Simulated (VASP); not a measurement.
# LaAl3N2: single point with PBE

The system is LaAl3N2.

```
La Al N
1.0
     2.45068    1.41490    4.43108
    -2.45068    1.41490    4.43108
     0.00000   -2.82980    4.43108
La Al N
1 3 2
Direct
  0.00000 0.00000 0.00000
  0.50000 0.50000 0.50000
  0.77270 0.77270 0.77270
  0.22730 0.22730 0.22730
  0.63567 0.63567 0.63567
  0.36433 0.36433 0.36433
```

The cell was built from a structure type or drawn by symmetry, and may not be a known phase.

```yaml
Program: VASP 6.6.1
Task: single point
Functional: PBE
Potentials_or_basis: VASP PAW PBE potentials, release 64 (La, Al, N)
Cutoff: 520 eV
k_mesh: 4 × 4 × 4
Occupations: gaussian, width 0.2 eV
Spin: no spin polarisation
Dipole_correction: no
Further_INCAR_settings: ALGO = Normal; EDIFF = 1e-06; NBANDS = 24
```

- Pressure: 0.0 GPa
- Largest force: 0.047 eV/Å
- Band gap on the k mesh: zero (bands 15 and 16 overlap by 0.20 eV)

Forces on the atoms (eV/Å):
```
La   0.000  0.000  0.000
Al   0.000  0.000  0.000
Al   0.000  0.000 -0.013
Al   0.000  0.000  0.013
N    0.000  0.000  0.047
N    0.000  0.000 -0.047
```

Stress tensor (GPa, compression positive):
```
 0.11  0.00  0.00
 0.00  0.11  0.00
 0.00  0.00 -0.37
```

Levels at points of the mesh, in eV from the Fermi level:
| k point | band 13 | band 14 | band 15 | band 16 | band 17 | band 18 |
| --- | --- | --- | --- | --- | --- | --- |
| (0.00, 0.00, 0.00) | -2.17 | -1.26 | -1.26 | 0.87 | 0.87 | 1.04 |
| (0.50, 0.00, 0.00) | -2.73 | -1.52 | -1.38 | 1.32 | 1.92 | 2.37 |
| (0.50, 0.50, 0.00) | -1.88 | -1.38 | 0.07 | 0.09 | 0.97 | 1.39 |
| (0.50, 0.50, 0.50) | -1.17 | -0.20 | -0.20 | -0.13 | 0.58 | 0.58 |

Wall time 22 s on 1 thread of Intel(R) Xeon(R) 6975P-C (Granite Rapids), on a shared host, peak memory 0.26 GiB.

Caveat: the k points lie up to 0.39 Å⁻¹ apart; spin-orbit coupling is left out, which moves the levels of the heavy elements.
